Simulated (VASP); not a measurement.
# ZnCdH4 (P4/mmm) in VASP: single point with PBE

Aim: the single point of ZnCdH4 with PBE.

All numbers are computed with VASP 6.6.1; they aren't measurements. Logs are shortened: lines on timing, memory, paths and dates and some standing lists are left out, and cuts for length are marked.

**1. The cell of the first run**

Symmetry: P4/mmm, No. 123, tetragonal system. The conventional cell has a = 3.985 Å, b = 3.985 Å, c = 6.266 Å, α = 90.00°, β = 90.00°, γ = 90.00°. Within 2.6 Å of Zn (site symmetry 4/mmm) lie 6 H at 1.99 to 2.01 Å. Cd (site symmetry 4/mmm) has 16 H at 3.03 to 3.71 Å and 4 Cd at 3.99 Å within 4.0 Å. Within 2.7 Å of H (site symmetry 4mm) lie 1 Zn at 2.01 Å and 1 H at 2.24 Å. H (site symmetry mmm) has 2 Zn at 1.99 Å within 2.6 Å.

**2. Single point, PBE**

Input file INCAR:

```
ALGO     = Normal         # electronic algorithm
EDIFF    = 1E-6           # SCF threshold, eV
ENCUT    = 520            # plane-wave cutoff, eV
GGA      = PE             # functional
ISIF     = 2              # what is computed and relaxed
ISMEAR   = 0              # smearing method
LASPH    = T              # aspherical terms in the spheres
LCHARG   = T              # write CHGCAR
LELF     = T              # ELF
LREAL    = F              # projectors in reciprocal space
LVHAR    = T            
LWAVE    = F              # write WAVECAR
NBANDS   = 23             # bands
NELM     = 60             # most SCF steps
PREC     = Accurate       # precision mode
SIGMA    = 0.1            # smearing width, eV
```

Input file KPOINTS:

```
k-points
0
Gamma
  4 4 4
```

Input file POSCAR:

```
ZnCdH4
1.0
    3.9852002200      0.0000000000      0.0000000000
    0.0000000000      3.9852002200      0.0000000000
    0.0000000000      0.0000000000      6.2664343500
Zn Cd H
1 1 4
Direct
    0.0000000000      0.0000000000      0.0000000000
    0.5000000000      0.5000000000      0.5000000000
    0.0000000000      0.0000000000      0.6788081900
    0.5000000000      0.0000000000      0.0000000000
    0.0000000000      0.5000000000      0.0000000000
    0.0000000000      0.0000000000      0.3211918100
```

Potentials or basis: VASP PAW PBE potentials, release 64 (Zn, Cd, H).

On the command line:

```bash
cat potpaw_PBE.64/Zn/POTCAR potpaw_PBE.64/Cd/POTCAR potpaw_PBE.64/H/POTCAR > POTCAR
mpirun -np 1 vasp_std > vasp.out
```

OUTCAR:

```text
EDIFF = 1E-6
   ENCUT = 520
   GGA = PE
   ISIF = 2
   ISMEAR = 0
   LASPH = T
   LREAL = F
   NELM = 60
   PREC = Accurate

 ion  position               nearest neighbor table
   1  0.000  0.000  0.000-
   2  0.500  0.500  0.500-
   3  0.000  0.000  0.679-
   4  0.500  0.000  0.000-
   5  0.000  0.500  0.000-
   6  0.000  0.000  0.321-

  LATTYP: Found a simple tetragonal cell.
 ALAT       =     3.9852002200
 C/A-ratio  =     1.5724264790

  Lattice vectors:

 A1 = (   3.9852002200,   0.0000000000,   0.0000000000)
 A2 = (   0.0000000000,   3.9852002200,   0.0000000000)
 A3 = (   0.0000000000,   0.0000000000,   6.2664343500)

Analysis of symmetry for initial positions (statically):
=====================================================================
 Subroutine PRICEL returns:
 Original cell was already a primitive cell.

 Routine SETGRP: Setting up the symmetry group for a
 simple tetragonal supercell.

 Subroutine GETGRP returns: Found 16 space group operations
 (whereof 16 operations were pure point group operations)
 out of a pool of 16 trial point group operations.

The static configuration has the point symmetry D_4h.

Analysis of symmetry for dynamics (positions and initial velocities):
=====================================================================
 Subroutine PRICEL returns:
 Original cell was already a primitive cell.

 Routine SETGRP: Setting up the symmetry group for a
 simple tetragonal supercell.

 Subroutine GETGRP returns: Found 16 space group operations
 (whereof 16 operations were pure point group operations)
 out of a pool of 16 trial point group operations.

The dynamic configuration has the point symmetry D_4h.

 Subroutine INISYM returns: Found 16 space group operations
 (whereof 16 operations are pure point group operations),
 and found     1 'primitive' translations

----------------------------------------------------------------------------------------

                                     Primitive cell

  volume of cell :      99.5224

  direct lattice vectors                    reciprocal lattice vectors
     3.985200220  0.000000000  0.000000000     0.250928421  0.000000000  0.000000000
     0.000000000  3.985200220  0.000000000     0.000000000  0.250928421  0.000000000
     0.000000000  0.000000000  6.266434350     0.000000000  0.000000000  0.159580384

  length of vectors
     3.985200220  3.985200220  6.266434350     0.250928421  0.250928421  0.159580384

  position of ions in fractional coordinates (direct lattice)
     0.000000000  0.000000000  0.000000000
     0.500000000  0.500000000  0.500000000
     0.000000000  0.000000000  0.678808190
     0.500000000  0.000000000  0.000000000
     0.000000000  0.500000000  0.000000000
     0.000000000  0.000000000  0.321191810

  ion indices of the primitive-cell ions
   primitive index   ion index
                 1           1
                 2           2
                 3           3
                 4           4
                 5           5
                 6           6

----------------------------------------------------------------------------------------

 KPOINTS: k-points

Automatic generation of k-mesh.
 Grid dimensions read from file:
 generate k-points for:    4    4    4

 Generating k-lattice:

  Cartesian coordinates                     Fractional coordinates (reciprocal lattice)
     0.062732105  0.000000000  0.000000000     0.250000000  0.000000000  0.000000000
     0.000000000  0.062732105  0.000000000     0.000000000  0.250000000  0.000000000
     0.000000000  0.000000000  0.039895096     0.000000000  0.000000000  0.250000000

  Length of vectors
     0.062732105  0.062732105  0.039895096

  Shift w.r.t. Gamma in fractional coordinates (k-lattice)
     0.000000000  0.000000000  0.000000000

 Subroutine IBZKPT returns following result:
 ===========================================

 Found     18 irreducible k-points:

 Following reciprocal coordinates:
            Coordinates               Weight
  0.000000  0.000000  0.000000      1.000000
  0.250000  0.000000  0.000000      4.000000
  0.500000  0.000000  0.000000      2.000000
  0.250000  0.250000  0.000000      4.000000
  0.500000  0.250000  0.000000      4.000000
  0.500000  0.500000  0.000000      1.000000
[... 10 lines left out ...]
  0.500000  0.250000  0.500000      4.000000
  0.500000  0.500000  0.500000      1.000000
   k-points           NKPTS =     18   k-points in BZ     NKDIM =     18   number of bands    NBANDS=     23
   number of dos      NEDOS =    301   number of ions     NIONS =      6
   total plane-waves  NPLWV =  43200
   dimension x,y,z NGX =    30 NGY =   30 NGZ =   48
   dimension x,y,z NGXF=    60 NGYF=   60 NGZF=   96
   ions per type =               1   1   4
   NGX,Y,Z   is equivalent  to a cutoff of  12.51, 12.51, 12.73 a.u.
   NGXF,Y,Z  is equivalent  to a cutoff of  25.03, 25.03, 25.47 a.u.
 SYSTEM =  unknown system
   PREC   = accura    normal or accurate (medium, high low for compatibility)
   ISTART =      0    job   : 0-new  1-cont  2-samecut
   ICHARG =      2    charge: 1-file 2-atom 10-const
   ISPIN  =      1    spin polarized calculation?
   LNONCOLLINEAR =      F non collinear calculations
   LSORBIT =      F    spin-orbit coupling
   LASPH  =      T    aspherical Exc in radial PAW
   ENCUT  =  520.0 eV  38.22 Ry    6.18 a.u.   7.41  7.41 11.65*2*pi/ulx,y,z
   NELM   =     60;   NELMIN=  2; NELMDL= -5     # of ELM steps
   EDIFF  = 0.1E-05   stopping-criterion for ELM
   LREAL  =      F    real-space projection
   EDIFFG = 0.1E-04   stopping-criterion for IOM
   NSW    =      0    number of steps for IOM
   IBRION =     -1    ionic relax: 0-MD 1-quasi-New 2-CG
   NFREE  =      0    steps in history (QN), initial steepest desc. (CG)
   ISIF   =      2    stress and relaxation
   ISYM   =      2    0-nonsym 1-usesym 2-fastsym
   POTIM  = 0.5000    time-step for ionic-motion
   TEBEG  =    0.0;   TEEND  =   0.0 temperature during run
   PSTRESS=    0.0 pullay stress
   NELECT =      28.0000    total number of electrons
   NUPDOWN=      -1.0000    fix difference up-down
   EMIN   =  10.00;   EMAX   =-10.00  energy-range for DOS
   EFERMI =   0.00;   METHOD = LEGACY
   ISMEAR =     0;   SIGMA  =   0.10  broadening in eV -4-tet -1-fermi 0-gaus
   EFERMI_NEDOS =   21; number of points for ismear=-14 and -15
   IALGO  =     38    algorithm
   IMIX   =      4    mixing-type and parameters
     AMIX     =   0.40;   BMIX     =  1.00
     AMIX_MAG =   1.60;   BMIX_MAG =  1.00
  volume/ion in A,a.u.               =      16.59       111.94
  Fermi-wavevector in a.u.,A,eV,Ry     =   1.072722  2.027151 15.656670  1.150733
  Thomas-Fermi vector in A             =   2.208501
   LORBIT       =      0    0 simple, 1 ext, 2 COOP (PROOUT), +10 PAW based schemes
   GGA     = PE    functional components
   LHFCALC =     F    Hartree Fock is set to
   AEXX    =    0.0000 exact exchange contribution
   IVDW    =     0    specifies the selected vdW correction
   LEPSILON=     F    determine dielectric tensor
   LRPA    =     F    only Hartree local field effects (RPA)
 non-spin polarized calculation
 Gauss-broadening in eV      SIGMA  =   0.10
  energy-cutoff  :      520.00
  volume of cell :       99.52
 maximum number of plane-waves:      2720
 NGX is ok and might be reduce to    30
   NGX = 15   NGY = 15   NGZ = 23

 number of electron      28.0000025 magnetization

 Free energy of the ion-electron system (eV)
  ---------------------------------------------------
  ext. energy  EPLUGINS =         0.00000000
  ---------------------------------------------------
  free energy    TOTEN  =       -10.45727577 eV

  energy without entropy =      -10.43489480  energy(sigma->0) =      -10.44608528

 E-fermi :  -2.0188     XC(G=0):  -7.8735

 val. band max:       -2.0361639703   @ k =   0.5000   0.2500   0.2500
 cond. band min:      -1.9575473785   @ k =   0.2500   0.2500   0.2500
 fundamental gap:      0.0786165918
 Fermi energy:        -2.0188252136

 k-point     1 :       0.0000    0.0000    0.0000
  band No.  band energies     occupation
      1      -9.6530      2.00000
      2      -9.6106      2.00000
      3      -9.5206      2.00000
      4      -9.5206      2.00000
      5      -9.4890      2.00000
      6      -8.2424      2.00000
[... 15 lines left out ...]
     22       7.5167      0.00000
     23       8.0470      0.00000

 k-point     2 :       0.2500    0.0000    0.0000
  band No.  band energies     occupation
      1      -9.6242      2.00000
      2      -9.5602      2.00000
      3      -9.5562      2.00000
      4      -9.5175      2.00000
      5      -9.5135      2.00000
      6      -8.2234      2.00000
[... 15 lines left out ...]
     22       7.6503      0.00000
     23       8.5662      0.00000

 k-point     3 :       0.5000    0.0000    0.0000
  band No.  band energies     occupation
      1      -9.6114      2.00000
      2      -9.5909      2.00000
      3      -9.5377      2.00000
      4      -9.5144      2.00000
      5      -9.4955      2.00000
      6      -8.2158      2.00000
[... 15 lines left out ...]
     22       7.2653      0.00000
     23       9.3709      0.00000
[... 339 lines left out ...]
 k-point    17 :       0.5000    0.2500    0.5000
  band No.  band energies     occupation
      1      -9.5982      2.00000
      2      -9.5876      2.00000
      3      -9.5461      2.00000
      4      -9.5435      2.00000
      5      -9.4805      2.00000
      6      -8.0780      2.00000
[... 15 lines left out ...]
     22       7.8443      0.00000
     23       8.0792      0.00000

 k-point    18 :       0.5000    0.5000    0.5000
  band No.  band energies     occupation
      1      -9.6549      2.00000
      2      -9.5716      2.00000
      3      -9.5716      2.00000
      4      -9.5095      2.00000
      5      -9.4403      2.00000
      6      -8.0310      2.00000
[... 15 lines left out ...]
     22       7.4409      0.00000
     23       7.8108      0.00000

------------------------ aborting loop because EDIFF is reached ----------------------------------------

  FORCE on cell =-STRESS in cart. coord.  units (eV):
  Direction    XX          YY          ZZ          XY          YZ          ZX
  --------------------------------------------------------------------------------------
  -------------------------------------------------------------------------------------
  Total       -6.2452462     -6.2452462     -4.7344243      0.0000000      0.0000000     -0.0000000
  in kB     -100.5401109   -100.5401109    -76.2178992      0.0000000      0.0000000     -0.0000000
  external PRESSURE =     -92.4327070 kB  Pullay stress =       0.0000000 kB

 VOLUME and BASIS-vectors are now :
 -----------------------------------------------------------------------------
  energy-cutoff  :      520.00
  volume of cell :       99.52
      direct lattice vectors                 reciprocal lattice vectors
     3.985200220  0.000000000  0.000000000     0.250928421  0.000000000  0.000000000
     0.000000000  3.985200220  0.000000000     0.000000000  0.250928421  0.000000000
     0.000000000  0.000000000  6.266434350     0.000000000  0.000000000  0.159580384

 POSITION                                       TOTAL-FORCE (eV/Angst)
 -----------------------------------------------------------------------------------
      0.00000      0.00000      0.00000         0.000000      0.000000      0.000000
      1.99260      1.99260      3.13322         0.000000      0.000000      0.000000
      0.00000      0.00000      4.25371         0.000000      0.000000      0.782878
      1.99260      0.00000      0.00000         0.000000      0.000000      0.000000
      0.00000      1.99260      0.00000         0.000000      0.000000      0.000000
      0.00000      0.00000      2.01273        -0.000000     -0.000000     -0.782878
 -----------------------------------------------------------------------------------
    total drift:                                0.000000      0.000000      0.000000

  FREE ENERGIE OF THE ION-ELECTRON SYSTEM (eV)
  ---------------------------------------------------
  free  energy   TOTEN  =       -10.4572757664 eV

  energy  without entropy=      -10.4348948010  energy(sigma->0) =      -10.44608528
```

It took 26 s on 1 thread of Intel Xeon Platinum 8488C (Sapphire Rapids), shared host; peak memory 0.21 GiB.

What came out:

```yaml
Free_energy: -10.4573 eV
Pressure: -9.2 GPa
Largest_force: 0.783 eV/Å
Band_gap_on_the_k_mesh: zero (band 14 reaches -0.72 eV, above the bottom of band 15 at -2.41 eV)
```

Forces on the atoms (eV/Å):
```
Zn   0.000  0.000  0.000
Cd   0.000  0.000  0.000
H    0.000  0.000  0.783
H    0.000  0.000  0.000
H    0.000  0.000  0.000
H    0.000  0.000 -0.783
```

Levels at points of the mesh, in eV from the Fermi level:
| k point | band 11 | band 12 | band 13 | band 14 | band 15 | band 16 | band 17 | band 18 |
| --- | --- | --- | --- | --- | --- | --- | --- | --- |
| (0.00, 0.00, 0.00) | -5.78 | -2.44 | -1.77 | 1.30 | 1.77 | 5.21 | 5.21 | 5.59 |
| (0.50, 0.00, 0.00) | -4.37 | -2.70 | -1.00 | -0.75 | -0.39 | 3.80 | 4.39 | 6.73 |
| (0.50, 0.50, 0.00) | -2.77 | -2.01 | -2.01 | -0.71 | 0.41 | 2.08 | 3.04 | 3.04 |
| (0.00, 0.00, 0.50) | -5.45 | -4.37 | 0.88 | 1.30 | 1.43 | 5.33 | 5.88 | 5.88 |
| (0.50, 0.00, 0.50) | -3.91 | -2.99 | -2.42 | -1.09 | 1.33 | 4.95 | 5.06 | 6.52 |
| (0.50, 0.50, 0.50) | -2.17 | -2.05 | -1.93 | -1.93 | 0.52 | 2.54 | 2.54 | 3.94 |

Caveat: the k points lie up to 0.39 Å⁻¹ apart.
